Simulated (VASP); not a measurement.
# Cd (P6_3/mmc) in VASP: further runs

Cd is run at these levels: LDA, PBEsol; tasks: equation of state, vibrations by perturbation theory.

Program: VASP 6.6.1. These are calculated values, not measurements. Logs are shortened: lines on timing, memory, paths and dates and some standing lists are left out, and cuts for length are marked.

**1. The cell of the first run**

The structure is hexagonal, space group P6_3/mmc (No. 194). The conventional cell has a = 2.979 Å, b = 2.979 Å, c = 5.618 Å, α = 90.00°, β = 90.00°, γ = 120.00°. Within 3.9 Å of Cd (site symmetry -6m2) lie 12 Cd at 2.98 to 3.29 Å.

**2. Equation of state, LDA**

Contents of POSCAR.step1:

```
Cd
1.0
    2.8866802540      0.0000000000      0.0000000000
   -1.4433401270      2.4999384326      0.0000000000
    0.0000000000      0.0000000000      5.4437955764
Cd
2
Direct
    0.6666666667      0.3333333333      0.7500000000
    0.3333333333      0.6666666667      0.2500000000
```

Contents of POSCAR.step2:

```
Cd
1.0
    2.9180596717      0.0000000000      0.0000000000
   -1.4590298358      2.5271138055      0.0000000000
    0.0000000000      0.0000000000      5.5029719036
Cd
2
Direct
    0.6666666667      0.3333333333      0.7500000000
    0.3333333333      0.6666666667      0.2500000000
```

Contents of POSCAR.step3:

```
Cd
1.0
    2.9487783467      0.0000000000      0.0000000000
   -1.4743891733      2.5537169584      0.0000000000
    0.0000000000      0.0000000000      5.5609021808
Cd
2
Direct
    0.6666666667      0.3333333333      0.7500000000
    0.3333333333      0.6666666667      0.2500000000
```

Contents of POSCAR.step4:

```
Cd
1.0
    2.9788700000      0.0000000000      0.0000000000
   -1.4894350000      2.5797770946      0.0000000000
    0.0000000000      0.0000000000      5.6176500000
Cd
2
Direct
    0.6666666667      0.3333333333      0.7500000000
    0.3333333333      0.6666666667      0.2500000000
```

Contents of POSCAR.step5:

```
Cd
1.0
    3.0083656806      0.0000000000      0.0000000000
   -1.5041828403      2.6053211033      0.0000000000
    0.0000000000      0.0000000000      5.6732739145
Cd
2
Direct
    0.6666666667      0.3333333333      0.7500000000
    0.3333333333      0.6666666667      0.2500000000
```

Contents of POSCAR.step6:

```
Cd
1.0
    3.0372940483      0.0000000000      0.0000000000
   -1.5186470242      2.6303738046      0.0000000000
    0.0000000000      0.0000000000      5.7278279719
Cd
2
Direct
    0.6666666667      0.3333333333      0.7500000000
    0.3333333333      0.6666666667      0.2500000000
```

Contents of POSCAR.step7:

```
Cd
1.0
    3.0656816194      0.0000000000      0.0000000000
   -1.5328408097      2.6549581623      0.0000000000
    0.0000000000      0.0000000000      5.7813621773
Cd
2
Direct
    0.6666666667      0.3333333333      0.7500000000
    0.3333333333      0.6666666667      0.2500000000
```

Contents of INCAR:

```
SYSTEM = Cd
GGA = CA
ISMEAR = 0
SIGMA = 0.04
LWAVE = .FALSE.
LCHARG = .FALSE.
ISIF = 2
NSW = 0
PREC = Accurate
LASPH = .TRUE.
LREAL = .FALSE.
ALGO = Normal
EDIFF = 1E-7
NELM = 120
GGA_COMPAT = .FALSE.
ENCUT = 720
KPAR = 4
```

Contents of KPOINTS:

```
Automatic mesh
0
Gamma
  17 17 8
  0 0 0
```

Potentials or basis: VASP PAW LDA potentials, release 64 (Cd).

The run is started by

```sh
> cat potpaw_LDA.64/Cd/POTCAR > POTCAR
> cp POSCAR.step1 POSCAR
> mpirun -np 4 vasp_std > vasp.out
> cp POSCAR.step2 POSCAR
> mpirun -np 4 vasp_std > vasp.out
> cp POSCAR.step3 POSCAR
> mpirun -np 4 vasp_std > vasp.out
> cp POSCAR.step4 POSCAR
> mpirun -np 4 vasp_std > vasp.out
> cp POSCAR.step5 POSCAR
> mpirun -np 4 vasp_std > vasp.out
> cp POSCAR.step6 POSCAR
> mpirun -np 4 vasp_std > vasp.out
> cp POSCAR.step7 POSCAR
> mpirun -np 4 vasp_std > vasp.out
```

OUTCAR:

```text
SYSTEM = Cd
   GGA = CA
   ISMEAR = 0
   ISIF = 2
   NSW = 0
   PREC = Accurate
   LASPH = .TRUE.
   LREAL = .FALSE.
   EDIFF = 1E-7
   NELM = 120
   ENCUT = 720

 ion  position               nearest neighbor table
   1  0.667  0.333  0.750-   2 3.39   2 3.39   2 3.39   2 3.39   2 3.39   2 3.39
   2  0.333  0.667  0.250-   1 3.39   1 3.39   1 3.39   1 3.39   1 3.39   1 3.39

  LATTYP: Found a hexagonal cell.
 ALAT       =     3.0656816194
 C/A-ratio  =     1.8858325472

  Lattice vectors:

 A1 = (   3.0656816194,   0.0000000000,   0.0000000000)
 A2 = (  -1.5328408097,   2.6549581623,   0.0000000000)
 A3 = (   0.0000000000,   0.0000000000,   5.7813621773)

Analysis of symmetry for initial positions (statically):
=====================================================================
 Subroutine PRICEL returns:
 Original cell was already a primitive cell.

 Routine SETGRP: Setting up the symmetry group for a
 hexagonal supercell.

 Subroutine GETGRP returns: Found 24 space group operations
 (whereof 12 operations were pure point group operations)
 out of a pool of 24 trial point group operations.

The static configuration has the point symmetry D_3d.
 The point group associated with its full space group is D_6h.

Analysis of symmetry for dynamics (positions and initial velocities):
=====================================================================
 Subroutine PRICEL returns:
 Original cell was already a primitive cell.

 Routine SETGRP: Setting up the symmetry group for a
 hexagonal supercell.

 Subroutine GETGRP returns: Found 24 space group operations
 (whereof 12 operations were pure point group operations)
 out of a pool of 24 trial point group operations.

The dynamic configuration has the point symmetry D_3d.
 The point group associated with its full space group is D_6h.

 Subroutine INISYM returns: Found 24 space group operations
 (whereof 12 operations are pure point group operations),
 and found     1 'primitive' translations

----------------------------------------------------------------------------------------

                                     Primitive cell

  volume of cell :      47.0560

  direct lattice vectors                    reciprocal lattice vectors
     3.065681619  0.000000000  0.000000000     0.326191733  0.188326885  0.000000000
    -1.532840810  2.654958162  0.000000000     0.000000000  0.376653770  0.000000000
     0.000000000  0.000000000  5.781362177     0.000000000  0.000000000  0.172969617

  length of vectors
     3.065681619  3.065681619  5.781362177     0.376653770  0.376653770  0.172969617

  position of ions in fractional coordinates (direct lattice)
     0.666666667  0.333333333  0.750000000
     0.333333333  0.666666667  0.250000000

  ion indices of the primitive-cell ions
   primitive index   ion index
                 1           1
                 2           2

----------------------------------------------------------------------------------------

 KPOINTS: Automatic mesh

Automatic generation of k-mesh.
 Grid dimensions read from file:
 generate k-points for:   17   17    8

 Generating k-lattice:

  Cartesian coordinates                     Fractional coordinates (reciprocal lattice)
     0.019187749  0.011078052  0.000000000     0.058823529 -0.000000000  0.000000000
     0.000000000  0.022156104  0.000000000     0.000000000  0.058823529  0.000000000
     0.000000000  0.000000000  0.021621202     0.000000000  0.000000000  0.125000000

  Length of vectors
     0.022156104  0.022156104  0.021621202

  Shift w.r.t. Gamma in fractional coordinates (k-lattice)
     0.000000000  0.000000000  0.000000000

 Subroutine IBZKPT returns following result:
 ===========================================

 Found    165 irreducible k-points:

 Following reciprocal coordinates:
            Coordinates               Weight
  0.000000  0.000000  0.000000      1.000000
  0.058824  0.000000  0.000000      6.000000
  0.117647 -0.000000  0.000000      6.000000
  0.176471  0.000000  0.000000      6.000000
  0.235294 -0.000000  0.000000      6.000000
  0.294118 -0.000000  0.000000      6.000000
[... 16 lines left out ...]
  0.411765  0.117647  0.000000     12.000000
  0.176471  0.176471  0.000000      6.000000
 [... further k-points ...]
   k-points           NKPTS =    165   k-points in BZ     NKDIM =    165   number of bands    NBANDS=     16
   number of dos      NEDOS =    301   number of ions     NIONS =      2
   total plane-waves  NPLWV =  42336
   dimension x,y,z NGX =    28 NGY =   28 NGZ =   54
   dimension x,y,z NGXF=    56 NGYF=   56 NGZF=  108
   ions per type =               2
   NGX,Y,Z   is equivalent  to a cutoff of  15.18, 15.18, 15.53 a.u.
   NGXF,Y,Z  is equivalent  to a cutoff of  30.37, 30.37, 31.06 a.u.
 SYSTEM =  Cd
   PREC   = accura    normal or accurate (medium, high low for compatibility)
   ISTART =      0    job   : 0-new  1-cont  2-samecut
   ICHARG =      2    charge: 1-file 2-atom 10-const
   ISPIN  =      1    spin polarized calculation?
   LNONCOLLINEAR =      F non collinear calculations
   LSORBIT =      F    spin-orbit coupling
   LASPH  =      T    aspherical Exc in radial PAW
   ENCUT  =  720.0 eV  52.92 Ry    7.27 a.u.   6.71  6.71 12.65*2*pi/ulx,y,z
   NELM   =    120;   NELMIN=  2; NELMDL=  0     # of ELM steps
   EDIFF  = 0.1E-06   stopping-criterion for ELM
   LREAL  =      F    real-space projection
   EDIFFG = 0.1E-05   stopping-criterion for IOM
   NSW    =      0    number of steps for IOM
   IBRION =     -1    ionic relax: 0-MD 1-quasi-New 2-CG
   NFREE  =      0    steps in history (QN), initial steepest desc. (CG)
   ISIF   =      2    stress and relaxation
   ISYM   =      2    0-nonsym 1-usesym 2-fastsym
   POTIM  = 0.5000    time-step for ionic-motion
   TEBEG  =    0.0;   TEEND  =   0.0 temperature during run

   SCALEE = 1.0000    scale energy and forces
   PSTRESS=    0.0 pullay stress
   NELECT =      24.0000    total number of electrons
   NUPDOWN=      -1.0000    fix difference up-down
   EMIN   =  10.00;   EMAX   =-10.00  energy-range for DOS
   EFERMI =   0.00;   METHOD = LEGACY
   ISMEAR =     0;   SIGMA  =   0.04  broadening in eV -4-tet -1-fermi 0-gaus
   EFERMI_NEDOS =   21; number of points for ismear=-14 and -15
   IALGO  =     38    algorithm
   IMIX   =      4    mixing-type and parameters
     AMIX     =   0.40;   BMIX     =  1.00
     AMIX_MAG =   1.60;   BMIX_MAG =  1.00
  volume/ion in A,a.u.               =      23.53       158.77
  Fermi-wavevector in a.u.,A,eV,Ry     =   1.307998  2.471757 23.277632  1.710858
  Thomas-Fermi vector in A             =   2.438694
   LORBIT       =      0    0 simple, 1 ext, 2 COOP (PROOUT), +10 PAW based schemes
   GGA     = CA    functional components
   LHFCALC =     F    Hartree Fock is set to
   AEXX    =    0.0000 exact exchange contribution
   IVDW    =     0    specifies the selected vdW correction
   LEPSILON=     F    determine dielectric tensor
   LRPA    =     F    only Hartree local field effects (RPA)

   CSHIFT  =0.1000    complex shift for real part using Kramers Kronig

   OMEGAMAX=  -1.0    maximum frequency
 non-spin polarized calculation
 Gauss-broadening in eV      SIGMA  =   0.04
  energy-cutoff  :      720.00
  volume of cell :       47.06
 maximum number of plane-waves:      2089
 NGX is ok and might be reduce to    28
   NGX = 13   NGY = 13   NGZ = 25

 number of electron      24.0000000 magnetization

 Free energy of the ion-electron system (eV)
  ---------------------------------------------------
  ext. energy  EPLUGINS =         0.00000000
  ---------------------------------------------------
  free energy    TOTEN  =        -2.86571278 eV

  energy without entropy =       -2.86542540  energy(sigma->0) =       -2.86556909

 E-fermi :   2.1552     XC(G=0): -10.9198

 val. band max:        2.1536163596   @ k =   0.4118  -0.0000   0.0000
 cond. band min:       2.1724010939   @ k =   0.0000   0.0000   0.2500
 fundamental gap:      0.0187847343
 Fermi energy:         2.1551770492

 k-point     1 :       0.0000    0.0000    0.0000
  band No.  band energies     occupation
      1      -7.3782      2.00000
      2      -7.1625      2.00000
      3      -6.8685      2.00000
      4      -6.8685      2.00000
      5      -6.8265      2.00000
      6      -6.8265      2.00000
[... 8 lines left out ...]
     15      15.9499      0.00000
     16      15.9500      0.00000

 k-point     2 :       0.0588    0.0000    0.0000
  band No.  band energies     occupation
      1      -7.3474      2.00000
      2      -7.1373      2.00000
      3      -6.8787      2.00000
      4      -6.8410      2.00000
      5      -6.8366      2.00000
      6      -6.8000      2.00000
[... 8 lines left out ...]
     15      14.5543      0.00000
     16      15.2835      0.00000

 k-point     3 :       0.1176   -0.0000    0.0000
  band No.  band energies     occupation
      1      -7.2721      2.00000
      2      -7.0829      2.00000
      3      -6.9043      2.00000
      4      -6.8518      2.00000
      5      -6.7613      2.00000
      6      -6.7231      2.00000
[... 8 lines left out ...]
     15      12.4993      0.00000
     16      14.2039      0.00000

 k-point     4 :       0.1765    0.0000    0.0000
  band No.  band energies     occupation
      1      -7.2232      2.00000
      2      -7.0313      2.00000
      3      -6.9433      2.00000
      4      -6.8042      2.00000
      5      -6.6380      2.00000
      6      -6.6307      2.00000
[... 8 lines left out ...]
     15      12.8882      0.00000
     16      13.1470      0.00000
[... 324 lines left out ...]
 k-point    22 :       0.3529    0.1176    0.0000
  band No.  band energies     occupation
      1      -7.3585      2.00000
      2      -7.1813      2.00000
      3      -7.1267      2.00000
      4      -6.7855      2.00000
      5      -6.6618      2.00000
      6      -6.6154      2.00000
[... 8 lines left out ...]
     15       6.8654      0.00000
     16       8.1701      0.00000

 k-point    23 :       0.4118    0.1176    0.0000
  band No.  band energies     occupation
      1      -7.3896      2.00000
      2      -7.2104      2.00000
      3      -7.1681      2.00000
      4      -6.7920      2.00000
      5      -6.6954      2.00000
      6      -6.5698      2.00000
[... 8 lines left out ...]
     15       5.3703      0.00000
     16       7.5690      0.00000

 k-point    24 :       0.1765    0.1765    0.0000
  band No.  band energies     occupation
      1      -7.0885      2.00000
      2      -7.0574      2.00000
      3      -6.8983      2.00000
      4      -6.8447      2.00000
      5      -6.7507      2.00000
      6      -6.7473      2.00000
[... 8 lines left out ...]
     15       7.9116      0.00000
     16      11.7406      0.00000

 [... further k-points ...]

------------------------ aborting loop because EDIFF is reached ----------------------------------------

  FORCE on cell =-STRESS in cart. coord.  units (eV):
  Direction    XX          YY          ZZ          XY          YZ          ZX
  --------------------------------------------------------------------------------------
  -------------------------------------------------------------------------------------
  Total       -2.2551144     -2.2551144     -1.5844021      0.0000000     -0.0000000      0.0000000
  in kB      -76.7828557    -76.7828557    -53.9462265      0.0000000     -0.0000000      0.0000000
  external PRESSURE =     -69.1706460 kB  Pullay stress =       0.0000000 kB

 VOLUME and BASIS-vectors are now :
 -----------------------------------------------------------------------------
  energy-cutoff  :      720.00
  volume of cell :       47.06
      direct lattice vectors                 reciprocal lattice vectors
     3.065681619  0.000000000  0.000000000     0.326191733  0.188326885  0.000000000
    -1.532840810  2.654958162  0.000000000     0.000000000  0.376653770  0.000000000
     0.000000000  0.000000000  5.781362177     0.000000000  0.000000000  0.172969617

 POSITION                                       TOTAL-FORCE (eV/Angst)
 -----------------------------------------------------------------------------------
      1.53284      0.88499      4.33602         0.000000     -0.000000      0.000000
     -0.00000      1.76997      1.44534        -0.000000      0.000000      0.000000
 -----------------------------------------------------------------------------------
    total drift:                                0.000000     -0.000000      0.000000

  FREE ENERGIE OF THE ION-ELECTRON SYSTEM (eV)
  ---------------------------------------------------
  free  energy   TOTEN  =        -2.8657127823 eV

  energy  without entropy=       -2.8654253964  energy(sigma->0) =       -2.86556909
```

It took 3.1 min on 4 MPI ranks of Intel Xeon Platinum 8488C (Sapphire Rapids), shared host; peak memory 0.29 GiB.

What came out:

```
Equilibrium volume                        : 20.25 Å³/atom
Bulk modulus at fixed shape and positions : 73 GPa
Pressure derivative of the bulk modulus   : 6.2
```

Energy against volume, from the lowest point:
```tsv
volume (Å³/atom)	energy (meV/atom)
19.643	4.42
20.290	0.00
20.938	4.95
21.585	17.39
22.233	35.50
22.880	58.06
23.528	84.36
```

Caveat: the cell was scaled at fixed shape and fractional positions, which overstates the stiffness of a crystal with free parameters, most of all of layers and chains.

(Part 1 of 2 ends here.)
